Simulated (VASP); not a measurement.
# CO in VASP: further runs, part 4 of 4

VASP 6.6.1. Earlier steps stand in the parts before.

### 6 Single point, PBE+D3(BJ)

Input file INCAR:

```
SYSTEM = CO
ALGO = Normal
EDIFF = 1E-7
ENCUT = 520
GGA = PE
ISIF = 2
ISMEAR = -1
IVDW = 12
LASPH = .TRUE.
LCHARG = .FALSE.
LREAL = Auto
LWAVE = .FALSE.
NBANDS = 66
NELM = 60
PREC = Accurate
SIGMA = 0.02
```

Input file KPOINTS:

```
k-points
0
G
  1 1 1
  0 0 0
```

Input file POSCAR:

```
CO
1.0
    9.1017270000      0.0000000000      0.0000000000
    0.0000000000      9.1017270000      0.0000000000
    0.0000000000      0.0000000000      9.1017270000
O C
10 10
Direct
    0.1617165621      0.1528830737      0.0572968185
    0.7415076282      0.1694293841      0.8655829822
    0.6885506454      0.6611053045      0.6229916586
    0.6943956900      0.0507595976      0.5511591372
    0.7327400613      0.8043967919     -0.0042849011
    0.3302120576      0.4389936108      0.8889301997
    0.0374654173      0.1834157408      0.6982740748
    0.2432944869      0.5658706309      0.5539498163
    0.7678652634      0.3976278348      0.2215953082
    0.3054255528      0.9014882560      0.5723309433
    0.1544651911      0.0630210069      0.1455877549
    0.8322486491      0.2197495047      0.9329877725
    0.6732898053      0.5399524728      0.5889321884
    0.8064403602      0.0002636862      0.5340854543
    0.6369560414      0.8755151632     -0.0324883399
    0.4339945595      0.4526283858      0.9555988660
    0.0899279884      0.2186508121      0.5912284559
    0.1412589061      0.5292512069      0.4855342288
    0.7380467465      0.5164514383      0.2002806720
    0.3332664230      0.8605949179      0.4584514565
```

Potentials or basis: VASP PAW PBE potentials, release 64 (O, C).

Started as:

```sh
$ cat potpaw_PBE.64/O/POTCAR potpaw_PBE.64/C/POTCAR > POTCAR
$ mpirun -np 1 vasp_gam > vasp.out
```

OUTCAR:

```text
SYSTEM = CO
   EDIFF = 1E-7
   ENCUT = 520
   GGA = PE
   ISIF = 2
   ISMEAR = -1
   IVDW = 12
   LASPH = .TRUE.
   LREAL = Auto
   NELM = 60
   PREC = Accurate
 IVDW          = 12

 ion  position               nearest neighbor table
   1  0.162  0.153  0.057-  11 1.15
   2  0.742  0.169  0.866-  12 1.13
   3  0.689  0.661  0.623-  13 1.15
   4  0.694  0.051  0.551-  14 1.13
   5  0.733  0.804  0.996-  15 1.12
   6  0.330  0.439  0.889-  16 1.13
[... 12 lines left out ...]
  19  0.738  0.516  0.200-   9 1.13
  20  0.333  0.861  0.458-  10 1.13

  LATTYP: Found a simple cubic cell.
 ALAT       =     9.1017270000

  Lattice vectors:

 A1 = (   9.1017270000,   0.0000000000,   0.0000000000)
 A2 = (   0.0000000000,   9.1017270000,   0.0000000000)
 A3 = (   0.0000000000,   0.0000000000,   9.1017270000)

Analysis of symmetry for initial positions (statically):
=====================================================================
 Subroutine PRICEL returns:
 Original cell was already a primitive cell.

 Routine SETGRP: Setting up the symmetry group for a
 simple cubic supercell.

 Subroutine GETGRP returns: Found  1 space group operations
 (whereof  1 operations were pure point group operations)
 out of a pool of 48 trial point group operations.

The static configuration has the point symmetry C_1 .

Analysis of symmetry for dynamics (positions and initial velocities):
=====================================================================
 Subroutine PRICEL returns:
 Original cell was already a primitive cell.

 Routine SETGRP: Setting up the symmetry group for a
 simple cubic supercell.

 Subroutine GETGRP returns: Found  1 space group operations
 (whereof  1 operations were pure point group operations)
 out of a pool of 48 trial point group operations.

The dynamic configuration has the point symmetry C_1 .

 Subroutine INISYM returns: Found  1 space group operations
 (whereof  1 operations are pure point group operations),
 and found     1 'primitive' translations

----------------------------------------------------------------------------------------

                                     Primitive cell

  volume of cell :     754.0001

  direct lattice vectors                    reciprocal lattice vectors
     9.101727000  0.000000000  0.000000000     0.109869259  0.000000000  0.000000000
     0.000000000  9.101727000  0.000000000     0.000000000  0.109869259  0.000000000
     0.000000000  0.000000000  9.101727000     0.000000000  0.000000000  0.109869259

  length of vectors
     9.101727000  9.101727000  9.101727000     0.109869259  0.109869259  0.109869259

  position of ions in fractional coordinates (direct lattice)
     0.161716562  0.152883074  0.057296818
     0.741507628  0.169429384  0.865582982
     0.688550645  0.661105304  0.622991659
     0.694395690  0.050759598  0.551159137
     0.732740061  0.804396792  0.995715099
     0.330212058  0.438993611  0.888930200
[... 12 lines left out ...]
     0.738046746  0.516451438  0.200280672
     0.333266423  0.860594918  0.458451457

  ion indices of the primitive-cell ions
   primitive index   ion index
                 1           1
                 2           2
                 3           3
                 4           4
                 5           5
                 6           6
[... 12 lines left out ...]
                19          19
                20          20

----------------------------------------------------------------------------------------

 KPOINTS: k-points

Automatic generation of k-mesh.
 Grid dimensions read from file:
 generate k-points for:    1    1    1

 Generating k-lattice:

  Cartesian coordinates                     Fractional coordinates (reciprocal lattice)
     0.109869259  0.000000000  0.000000000     1.000000000  0.000000000  0.000000000
     0.000000000  0.109869259  0.000000000     0.000000000  1.000000000  0.000000000
     0.000000000  0.000000000  0.109869259     0.000000000  0.000000000  1.000000000

  Length of vectors
     0.109869259  0.109869259  0.109869259

  Shift w.r.t. Gamma in fractional coordinates (k-lattice)
     0.000000000  0.000000000  0.000000000

 Subroutine IBZKPT returns following result:
 ===========================================

 Found      1 irreducible k-points:

 Following reciprocal coordinates:
            Coordinates               Weight
  0.000000  0.000000  0.000000      1.000000
   k-points           NKPTS =      1   k-points in BZ     NKDIM =      1   number of bands    NBANDS=     66
   number of dos      NEDOS =    301   number of ions     NIONS =     20
   total plane-waves  NPLWV = 343000
   dimension x,y,z NGX =    70 NGY =   70 NGZ =   70
   dimension x,y,z NGXF=   140 NGYF=  140 NGZF=  140
   ions per type =              10  10
   NGX,Y,Z   is equivalent  to a cutoff of  12.79, 12.79, 12.79 a.u.
   NGXF,Y,Z  is equivalent  to a cutoff of  25.57, 25.57, 25.57 a.u.
 SYSTEM =  CO
   PREC   = accura    normal or accurate (medium, high low for compatibility)
   ISTART =      0    job   : 0-new  1-cont  2-samecut
   ICHARG =      2    charge: 1-file 2-atom 10-const
   ISPIN  =      1    spin polarized calculation?
   LNONCOLLINEAR =      F non collinear calculations
   LSORBIT =      F    spin-orbit coupling
   LASPH  =      T    aspherical Exc in radial PAW
   ENCUT  =  520.0 eV  38.22 Ry    6.18 a.u.  16.92 16.92 16.92*2*pi/ulx,y,z
   NELM   =     60;   NELMIN=  2; NELMDL= -5     # of ELM steps
   EDIFF  = 0.1E-06   stopping-criterion for ELM
   LREAL  =      T    real-space projection
   EDIFFG = 0.1E-05   stopping-criterion for IOM
   NSW    =      0    number of steps for IOM
   IBRION =     -1    ionic relax: 0-MD 1-quasi-New 2-CG
   NFREE  =      0    steps in history (QN), initial steepest desc. (CG)
   ISIF   =      2    stress and relaxation
   ISYM   =      2    0-nonsym 1-usesym 2-fastsym
   POTIM  = 0.5000    time-step for ionic-motion
   TEBEG  =    0.0;   TEEND  =   0.0 temperature during run
   PSTRESS=    0.0 pullay stress
   NELECT =     100.0000    total number of electrons
   NUPDOWN=      -1.0000    fix difference up-down
   EMIN   =  10.00;   EMAX   =-10.00  energy-range for DOS
   EFERMI =   0.00;   METHOD = LEGACY
   ISMEAR =    -1;   SIGMA  =   0.02  broadening in eV -4-tet -1-fermi 0-gaus
   EFERMI_NEDOS =   21; number of points for ismear=-14 and -15
   IALGO  =     38    algorithm
   IMIX   =      4    mixing-type and parameters
     AMIX     =   0.40;   BMIX     =  1.00
     AMIX_MAG =   1.60;   BMIX_MAG =  1.00
  volume/ion in A,a.u.               =      37.70       254.41
  Fermi-wavevector in a.u.,A,eV,Ry     =   0.834868  1.577671  9.483318  0.697004
  Thomas-Fermi vector in A             =   1.948331
   LORBIT       =      0    0 simple, 1 ext, 2 COOP (PROOUT), +10 PAW based schemes
   GGA     = PE    functional components
   LHFCALC =     F    Hartree Fock is set to
   AEXX    =    0.0000 exact exchange contribution
   IVDW    =    12    specifies the selected vdW correction
   LEPSILON=     F    determine dielectric tensor
   LRPA    =     F    only Hartree local field effects (RPA)
 non-spin polarized calculation
  energy-cutoff  :      520.00
  volume of cell :      754.00
 maximum number of plane-waves:     10171
 NGX is ok and might be reduce to    70
   NGX = 33   NGY = 33   NGZ = 33

 number of electron     100.0000000 magnetization

 number of electron      99.9999993 magnetization

 Free energy of the ion-electron system (eV)
  ---------------------------------------------------
  ext. energy  EPLUGINS =         0.00000000
  ---------------------------------------------------
  free energy    TOTEN  =      -147.70192199 eV

  energy without entropy =     -147.70192199  energy(sigma->0) =     -147.70192199

 E-fermi :  -6.0437     XC(G=0):  -4.7120

 val. band max:       -6.5972713454   @ k =   0.0000   0.0000   0.0000
 cond. band min:      -0.6664443168   @ k =   0.0000   0.0000   0.0000
 fundamental gap:      5.9308270286
 Fermi energy:        -6.0437410692

 k-point     1 :       0.0000    0.0000    0.0000
  band No.  band energies     occupation
      1     -27.4681      2.00000
      2     -27.4549      2.00000
      3     -27.4305      2.00000
      4     -27.3794      2.00000
      5     -27.3369      2.00000
      6     -27.2679      2.00000
[... 54 lines left out ...]
     61       0.0814      0.00000
     62       0.1420      0.00000
 [bands above 62 left out]

------------------------ aborting loop because EDIFF is reached ----------------------------------------

 Edisp (eV)   -0.67514

 E8    (eV) :    -0.1708

  FORCE on cell =-STRESS in cart. coord.  units (eV):
  Direction    XX          YY          ZZ          XY          YZ          ZX
  --------------------------------------------------------------------------------------
  -------------------------------------------------------------------------------------
  Total       4.74559     2.32159     2.68451    -2.19520    -0.31213    -0.11969
  in kB      10.08392     4.93315     5.70432    -4.66459    -0.66325    -0.25434
  external pressure =        6.91 kB  Pullay stress =        0.00 kB

 VOLUME and BASIS-vectors are now :
 -----------------------------------------------------------------------------
  energy-cutoff  :      520.00
  volume of cell :      754.00
      direct lattice vectors                 reciprocal lattice vectors
     9.101727000  0.000000000  0.000000000     0.109869259  0.000000000  0.000000000
     0.000000000  9.101727000  0.000000000     0.000000000  0.109869259  0.000000000
     0.000000000  0.000000000  9.101727000     0.000000000  0.000000000  0.109869259

 POSITION                                       TOTAL-FORCE (eV/Angst)
 -----------------------------------------------------------------------------------
      1.47190      1.39150      0.52150         0.023372     -0.442463      0.436851
      6.74900      1.54210      7.87830        -1.553910     -0.771572     -1.125967
      6.26700      6.01720      5.67030        -0.151592     -1.096724     -0.300677
      6.32020      0.46200      5.01650        -1.492568      0.653114      0.188964
      6.66920      7.32140      9.06273         2.718336     -1.942455      0.735996
      3.00550      3.99560      8.09080        -1.323690     -0.170220     -0.854866
[... 12 lines left out ...]
      6.71750      4.70060      1.82290        -0.319815      1.268062     -0.150491
      3.03330      7.83290      4.17270         0.429511     -0.435113     -1.474495
 -----------------------------------------------------------------------------------
    total drift:                               -0.019547      0.014005      0.016726

  FREE ENERGIE OF THE ION-ELECTRON SYSTEM (eV)
  ---------------------------------------------------
  free  energy   TOTEN  =      -148.3770589106 eV

  energy  without entropy=     -148.3770589106  energy(sigma->0) =     -148.37705891
```

Run time: 60 s. Hardware: 1 thread of AMD EPYC 9R45 (Zen 5), shared host; peak memory 0.57 GiB.

Results:

```yaml
Free_energy: -148.3771 eV
Pressure: 0.7 GPa
Largest_force: 3.434 eV/Å
Dispersion_energy_per_atom: -0.034 eV
```

Forces in eV/Å, atoms in the order of the input:
```
O    0.023 -0.442  0.437
O   -1.554 -0.772 -1.126
O   -0.152 -1.097 -0.301
O   -1.493  0.653  0.189
O    2.718 -1.942  0.736
O   -1.324 -0.170 -0.855
O   -0.447 -0.363  1.141
O   -1.902 -0.794 -1.258
O    0.321 -1.287  0.251
O   -0.366  0.585  1.451
C    0.019  0.430 -0.405
C    1.448  0.899  1.193
C    0.139  1.087  0.323
C    1.403 -0.735 -0.286
C   -2.773  1.880 -0.752
C    1.321  0.162  0.824
C    0.662  0.328 -1.190
C    1.847  0.746  1.252
C   -0.320  1.268 -0.150
C    0.430 -0.435 -1.474
```

Caveat: the k points lie up to 0.69 Å⁻¹ apart; the atoms stand as in a frame of molecular dynamics.

### 7 Summary

```csv
cell,pressure (GPa),largest force (eV/Å)
"as given, atomic positions A",0.5,0.91
"as given, atomic positions B",1.3,3.47
"as given, atomic positions C",0.4,2.13
"as given, atomic positions D",0.7,4.55
"as given, atomic positions E",0.7,3.43
```

Alike in all rows: task single point; level PBE+D3(BJ); potentials or basis VASP PAW PBE potentials, release 64 (O, C); no spin polarisation; k mesh 1 × 1 × 1; cutoff (eV) 520; smearing fermi-dirac 0.02 eV.

Caveats: all runs use coarse meshes; the atoms stand as in a frame of molecular dynamics (at least some runs).

Total energies depend on the potentials used, so only differences within one code and one set of settings carry meaning.
